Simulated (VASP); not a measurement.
# KTmI4 (P4/mmm) in VASP: single point with PBE

Aim: the single point of KTmI4 with PBE.

Program: VASP 6.6.1. These are calculated values, not measurements. Logs are shortened: lines on timing, memory, paths and dates and some standing lists are left out, and cuts for length are marked.

## Step 1: The cell of the first run

The structure is tetragonal, space group P4/mmm (No. 123). The conventional cell has a = 5.421 Å, b = 5.421 Å, c = 8.449 Å, α = 90.00°, β = 90.00°, γ = 90.00°. K (site symmetry 4/mmm) has 8 I at 3.62 Å within 4.8 Å. Within 4.3 Å of Tm (site symmetry 4/mmm) lie 8 I at 3.27 Å. Within 4.3 Å of I (site symmetry 2mm) lie 2 Tm at 3.27 Å and 2 K at 3.62 Å and 5 I at 3.65 to 3.83 Å.

The cell was built from a structure type or drawn by symmetry, and may not be a known phase.

## Step 2: Single point, PBE

INCAR

```
SYSTEM = KTmI4
  PREC = Accurate
  ENCUT = 500
  EDIFF = 1E-6
  ISMEAR = 0
  SIGMA = 0.02
  LREAL = .FALSE.
  LASPH = .TRUE.
  NELM = 200
  ALGO = Normal
  ISIF = 2
  LWAVE = .FALSE.
  LCHARG = .FALSE.
  GGA = PE
  NBANDS = 32
  GGA_COMPAT = .FALSE.
  LMAXMIX = 6
```

KPOINTS

```
Automatic mesh
0
G
  6 6 4
  0 0 0
```

POSCAR

```
KTmI4
1.0
    5.4214987445      0.0000000000      0.0000000000
    0.0000000000      5.4214987445      0.0000000000
    0.0000000000      0.0000000000      8.4486958251
K Tm I
1 1 4
Direct
    0.5000000000      0.5000000000      0.5000000000
    0.0000000000      0.0000000000      0.0000000000
    0.5000000000      0.0000000000      0.7840863523
    0.0000000000      0.5000000000      0.2159136477
    0.5000000000      0.0000000000      0.2159136477
    0.0000000000      0.5000000000      0.7840863523
```

Potentials or basis: VASP PAW PBE potentials, release 64 (K_sv, Tm_3, I), 4f in core.

Started as:

```console
cat potpaw_PBE.64/K_sv/POTCAR potpaw_PBE.64/Tm_3/POTCAR potpaw_PBE.64/I/POTCAR > POTCAR
mpirun -np 1 vasp_std > vasp.out
```

OUTCAR:

```text
SYSTEM = KTmI4
   PREC = Accurate
   ENCUT = 500
   EDIFF = 1E-6
   ISMEAR = 0
   LREAL = .FALSE.
   LASPH = .TRUE.
   NELM = 200
   ISIF = 2
   GGA = PE

 ion  position               nearest neighbor table
   1  0.500  0.500  0.500-   3 3.62   4 3.62   5 3.62   6 3.62   3 3.62   5 3.62   4 3.62   6 3.62

   2  0.000  0.000  0.000-   3 3.27   4 3.27   5 3.27   6 3.27   4 3.27   6 3.27   3 3.27   5 3.27

   3  0.500  0.000  0.784-   2 3.27   2 3.27   1 3.62   1 3.62
   4  0.000  0.500  0.216-   2 3.27   2 3.27   1 3.62   1 3.62
   5  0.500  0.000  0.216-   2 3.27   2 3.27   1 3.62   1 3.62
   6  0.000  0.500  0.784-   2 3.27   2 3.27   1 3.62   1 3.62

  LATTYP: Found a simple tetragonal cell.
 ALAT       =     5.4214987445
 C/A-ratio  =     1.5583690458

  Lattice vectors:

 A1 = (   5.4214987445,   0.0000000000,   0.0000000000)
 A2 = (   0.0000000000,   5.4214987445,   0.0000000000)
 A3 = (   0.0000000000,   0.0000000000,   8.4486958251)

Analysis of symmetry for initial positions (statically):
=====================================================================
 Subroutine PRICEL returns:
 Original cell was already a primitive cell.

 Routine SETGRP: Setting up the symmetry group for a
 simple tetragonal supercell.

 Subroutine GETGRP returns: Found 16 space group operations
 (whereof 16 operations were pure point group operations)
 out of a pool of 16 trial point group operations.

The static configuration has the point symmetry D_4h.

Analysis of symmetry for dynamics (positions and initial velocities):
=====================================================================
 Subroutine PRICEL returns:
 Original cell was already a primitive cell.

 Routine SETGRP: Setting up the symmetry group for a
 simple tetragonal supercell.

 Subroutine GETGRP returns: Found 16 space group operations
 (whereof 16 operations were pure point group operations)
 out of a pool of 16 trial point group operations.

The dynamic configuration has the point symmetry D_4h.

 Subroutine INISYM returns: Found 16 space group operations
 (whereof 16 operations are pure point group operations),
 and found     1 'primitive' translations

----------------------------------------------------------------------------------------

                                     Primitive cell

  volume of cell :     248.3295

  direct lattice vectors                    reciprocal lattice vectors
     5.421498745  0.000000000  0.000000000     0.184450840  0.000000000  0.000000000
     0.000000000  5.421498745  0.000000000     0.000000000  0.184450840  0.000000000
     0.000000000  0.000000000  8.448695825     0.000000000  0.000000000  0.118361463

  length of vectors
     5.421498745  5.421498745  8.448695825     0.184450840  0.184450840  0.118361463

  position of ions in fractional coordinates (direct lattice)
     0.500000000  0.500000000  0.500000000
     0.000000000  0.000000000  0.000000000
     0.500000000  0.000000000  0.784086352
     0.000000000  0.500000000  0.215913648
     0.500000000  0.000000000  0.215913648
     0.000000000  0.500000000  0.784086352

  ion indices of the primitive-cell ions
   primitive index   ion index
                 1           1
                 2           2
                 3           3
                 4           4
                 5           5
                 6           6

----------------------------------------------------------------------------------------

 KPOINTS: Automatic mesh

Automatic generation of k-mesh.
 Grid dimensions read from file:
 generate k-points for:    6    6    4

 Generating k-lattice:

  Cartesian coordinates                     Fractional coordinates (reciprocal lattice)
     0.030741807  0.000000000  0.000000000     0.166666667  0.000000000  0.000000000
     0.000000000  0.030741807  0.000000000     0.000000000  0.166666667  0.000000000
     0.000000000  0.000000000  0.029590366     0.000000000  0.000000000  0.250000000

  Length of vectors
     0.030741807  0.030741807  0.029590366

  Shift w.r.t. Gamma in fractional coordinates (k-lattice)
     0.000000000  0.000000000  0.000000000

 Subroutine IBZKPT returns following result:
 ===========================================

 Found     30 irreducible k-points:

 Following reciprocal coordinates:
            Coordinates               Weight
  0.000000  0.000000  0.000000      1.000000
  0.166667  0.000000  0.000000      4.000000
  0.333333  0.000000  0.000000      4.000000
  0.500000  0.000000  0.000000      2.000000
  0.166667  0.166667  0.000000      4.000000
  0.333333  0.166667  0.000000      8.000000
[... 16 lines left out ...]
  0.333333  0.000000  0.500000      4.000000
  0.500000  0.000000  0.500000      2.000000
 [... further k-points ...]
   k-points           NKPTS =     30   k-points in BZ     NKDIM =     30   number of bands    NBANDS=     32
   number of dos      NEDOS =    301   number of ions     NIONS =      6
   total plane-waves  NPLWV = 102400
   dimension x,y,z NGX =    40 NGY =   40 NGZ =   64
   dimension x,y,z NGXF=    80 NGYF=   80 NGZF=  128
   ions per type =               1   1   4
   NGX,Y,Z   is equivalent  to a cutoff of  12.27, 12.27, 12.59 a.u.
   NGXF,Y,Z  is equivalent  to a cutoff of  24.53, 24.53, 25.19 a.u.
 SYSTEM =  KTmI4
   PREC   = accura    normal or accurate (medium, high low for compatibility)
   ISTART =      0    job   : 0-new  1-cont  2-samecut
   ICHARG =      2    charge: 1-file 2-atom 10-const
   ISPIN  =      1    spin polarized calculation?
   LNONCOLLINEAR =      F non collinear calculations
   LSORBIT =      F    spin-orbit coupling
   LASPH  =      T    aspherical Exc in radial PAW
   ENCUT  =  500.0 eV  36.75 Ry    6.06 a.u.   9.88  9.88 15.40*2*pi/ulx,y,z
   NELM   =    200;   NELMIN=  2; NELMDL= -5     # of ELM steps
   EDIFF  = 0.1E-05   stopping-criterion for ELM
   LREAL  =      F    real-space projection
   EDIFFG = 0.1E-04   stopping-criterion for IOM
   NSW    =      0    number of steps for IOM
   IBRION =     -1    ionic relax: 0-MD 1-quasi-New 2-CG
   NFREE  =      0    steps in history (QN), initial steepest desc. (CG)
   ISIF   =      2    stress and relaxation
   ISYM   =      2    0-nonsym 1-usesym 2-fastsym
   POTIM  = 0.5000    time-step for ionic-motion
   TEBEG  =    0.0;   TEEND  =   0.0 temperature during run
   PSTRESS=    0.0 pullay stress
   NELECT =      46.0000    total number of electrons
   NUPDOWN=      -1.0000    fix difference up-down
   EMIN   =  10.00;   EMAX   =-10.00  energy-range for DOS
   EFERMI =   0.00;   METHOD = LEGACY
   ISMEAR =     0;   SIGMA  =   0.02  broadening in eV -4-tet -1-fermi 0-gaus
   EFERMI_NEDOS =   21; number of points for ismear=-14 and -15
   IALGO  =     38    algorithm
   IMIX   =      4    mixing-type and parameters
     AMIX     =   0.40;   BMIX     =  1.00
     AMIX_MAG =   1.60;   BMIX_MAG =  1.00
  volume/ion in A,a.u.               =      41.39       279.30
  Fermi-wavevector in a.u.,A,eV,Ry     =   0.933221  1.763533 11.849341  0.870902
  Thomas-Fermi vector in A             =   2.059900
   LORBIT       =      0    0 simple, 1 ext, 2 COOP (PROOUT), +10 PAW based schemes
   GGA     = PE    functional components
   LHFCALC =     F    Hartree Fock is set to
   AEXX    =    0.0000 exact exchange contribution
   IVDW    =     0    specifies the selected vdW correction
   LEPSILON=     F    determine dielectric tensor
   LRPA    =     F    only Hartree local field effects (RPA)
 non-spin polarized calculation
 Gauss-broadening in eV      SIGMA  =   0.02
  energy-cutoff  :      500.00
  volume of cell :      248.33
 maximum number of plane-waves:      6360
 NGX is ok and might be reduce to    40
   NGX = 19   NGY = 19   NGZ = 31

 number of electron      46.0000006 magnetization

 Free energy of the ion-electron system (eV)
  ---------------------------------------------------
  ext. energy  EPLUGINS =         0.00000000
  ---------------------------------------------------
  free energy    TOTEN  =       -18.87675303 eV

  energy without entropy =      -18.87675303  energy(sigma->0) =      -18.87675303

 E-fermi :   2.4265     XC(G=0):  -7.7886

 val. band max:        2.3365050475   @ k =   0.5000   0.5000   0.0000
 cond. band min:       3.4615394827   @ k =   0.0000   0.0000   0.0000
 fundamental gap:      1.1250344352
 Fermi energy:         2.4264660838

 k-point     1 :       0.0000    0.0000    0.0000
  band No.  band energies     occupation
      1     -27.5516      2.00000
      2     -24.4390      2.00000
      3     -24.3954      2.00000
      4     -24.3954      2.00000
      5     -11.0987      2.00000
      6     -11.0599      2.00000
[... 24 lines left out ...]
     31       6.5794      0.00000
     32       7.1988      0.00000

 k-point     2 :       0.1667    0.0000    0.0000
  band No.  band energies     occupation
      1     -27.5515      2.00000
      2     -24.4389      2.00000
      3     -24.3963      2.00000
      4     -24.3954      2.00000
      5     -11.0895      2.00000
      6     -11.0740      2.00000
[... 24 lines left out ...]
     31       7.0843      0.00000
     32       7.3020      0.00000

 k-point     3 :       0.3333    0.0000    0.0000
  band No.  band energies     occupation
      1     -27.5514      2.00000
      2     -24.4385      2.00000
      3     -24.3982      2.00000
      4     -24.3953      2.00000
      5     -11.0992      2.00000
      6     -11.0709      2.00000
[... 24 lines left out ...]
     31       7.5486      0.00000
     32       7.6744      0.00000

 k-point     4 :       0.5000    0.0000    0.0000
  band No.  band energies     occupation
      1     -27.5514      2.00000
      2     -24.4383      2.00000
      3     -24.3992      2.00000
      4     -24.3953      2.00000
      5     -11.1106      2.00000
      6     -11.0616      2.00000
[... 654 lines left out ...]
     31       7.3270      0.00000
     32       7.4442      0.00000

 k-point    23 :       0.3333    0.0000    0.5000
  band No.  band energies     occupation
      1     -27.5514      2.00000
      2     -24.4385      2.00000
      3     -24.3982      2.00000
      4     -24.3953      2.00000
      5     -11.0929      2.00000
      6     -11.0805      2.00000
[... 24 lines left out ...]
     31       7.9506      0.00000
     32       7.9784      0.00000

 k-point    24 :       0.5000    0.0000    0.5000
  band No.  band energies     occupation
      1     -27.5514      2.00000
      2     -24.4383      2.00000
      3     -24.3992      2.00000
      4     -24.3953      2.00000
      5     -11.1032      2.00000
      6     -11.0662      2.00000
[... 24 lines left out ...]
     31       8.0235      0.00000
     32       8.2111      0.00000

 [... further k-points ...]

------------------------ aborting loop because EDIFF is reached ----------------------------------------

  FORCE on cell =-STRESS in cart. coord.  units (eV):
  Direction    XX          YY          ZZ          XY          YZ          ZX
  --------------------------------------------------------------------------------------
  -------------------------------------------------------------------------------------
  Total        0.1206105      0.1206105      0.1400432      0.0000000     -0.0000000      0.0000000
  in kB        0.7781574      0.7781574      0.9035332      0.0000000     -0.0000000      0.0000000
  external PRESSURE =       0.8199493 kB  Pullay stress =       0.0000000 kB

 VOLUME and BASIS-vectors are now :
 -----------------------------------------------------------------------------
  energy-cutoff  :      500.00
  volume of cell :      248.33
      direct lattice vectors                 reciprocal lattice vectors
     5.421498745  0.000000000  0.000000000     0.184450840  0.000000000  0.000000000
     0.000000000  5.421498745  0.000000000     0.000000000  0.184450840  0.000000000
     0.000000000  0.000000000  8.448695825     0.000000000  0.000000000  0.118361463

 POSITION                                       TOTAL-FORCE (eV/Angst)
 -----------------------------------------------------------------------------------
      2.71075      2.71075      4.22435         0.000000     -0.000000      0.000000
      0.00000      0.00000      0.00000         0.000000     -0.000000      0.000000
      2.71075      0.00000      6.62451        -0.000000      0.000000     -0.010451
      0.00000      2.71075      1.82419         0.000000      0.000000      0.010451
      2.71075      0.00000      1.82419        -0.000000     -0.000000      0.010451
      0.00000      2.71075      6.62451         0.000000      0.000000     -0.010451
 -----------------------------------------------------------------------------------
    total drift:                                0.000000      0.000000      0.000000

  FREE ENERGIE OF THE ION-ELECTRON SYSTEM (eV)
  ---------------------------------------------------
  free  energy   TOTEN  =       -18.8767530252 eV

  energy  without entropy=      -18.8767530252  energy(sigma->0) =      -18.87675303
```

Wall time 3 min (1 thread of Intel Xeon 6975P-C (Granite Rapids), shared host); peak memory 0.44 GiB.

Results:

```
Free energy            : -18.8768 eV
Pressure               : 0.1 GPa
Largest force          : 0.010 eV/Å
Band gap on the k mesh : 1.12 eV (least direct gap 1.48 eV)
```

Forces in eV/Å, atoms in the order of the input:
```
K    0.000  0.000  0.000
Tm   0.000  0.000  0.000
I    0.000  0.000 -0.010
I    0.000  0.000  0.010
I    0.000  0.000  0.010
I    0.000  0.000 -0.010
```

Caveat: spin-orbit coupling is left out, which moves the levels of the heavy elements; the 4f electrons are frozen in the core, so they carry no moment and show no levels. A k mesh can miss the band edges.
